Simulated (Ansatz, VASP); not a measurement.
**Re in VASP and in Ansatz**

Contents of INCAR:

```
SYSTEM = Re
PREC = Accurate
ENCUT = 520
EDIFF = 1E-6
ISMEAR = 0
SIGMA = 0.15
LREAL = .False.
LASPH = .True.
NELM = 100
ALGO = Normal
ISIF = 2
LWAVE = .False.
LCHARG = .False.
GGA = PS
NBANDS = 10
```

File KPOINTS:

```
Automatic mesh
0
Gamma
  22 22 22
  0 0 0
```

The input POSCAR:

```
Re
1.0
    0.0000000000      2.0020581569      1.9219758306
    2.0020581569      0.0000000000      1.9219758306
    2.0020581569      2.0020581569      0.0000000000
Re
1
Direct
    0.0000000000      0.0000000000      0.0000000000
```

Input for Ansatz:

```yaml
crystal:
  lattice:
    - [0.0, 2.0020581569, 1.9219758306]
    - [2.0020581569, 0.0, 1.9219758306]
    - [2.0020581569, 2.0020581569, 0.0]
  atoms:
    - { symbol: Re, position: [0.0, 0.0, 0.0] }
basis:
  ecutwfc: 420
kpoints:
  mp_grid: { grid: [22, 22, 22] }
hamiltonian:
  xc: pbesol
scf:
  occupations: { method: gaussian, width: 0.15 }
output:
  forces: true
  stress: true
  eigenvalues: true
```

Alike in both runs: task single point; functional PBEsol; k mesh 22 × 22 × 22; occupations gaussian, width 0.15 eV; no spin polarisation.

|  | VASP | Ansatz |
| --- | --- | --- |
| version | VASP 6.6.1 | Ansatz 0.2.0 |
| potentials or method | VASP PAW PBE potentials, release 64 (Re), cutoff 520 eV | scalar-relativistic, plane waves, PAW |
| valence electrons in the cell | 7 | 15 |

VASP gave:

* gap on the k mesh at the Fermi level (eV): none
* pressure (GPa): -18.8
* traceless stress, the component that is largest in VASP (GPa): 6.92

**Question.** What did Ansatz give for the same quantities?

**Answer.** gap on the k mesh at the Fermi level (eV): none; pressure (GPa): -18.3; traceless stress, the component that is largest in VASP (GPa): 6.96.

VASP's potentials were made for PBE, not for PBEsol. A gap of «none» marks a metal or a gap that the smearing closes. VASP's potentials hold 7 valence electrons a cell and Ansatz's 15, so a difference there can come from the potentials and not from the codes.

Neither program's run includes spin-orbit coupling.
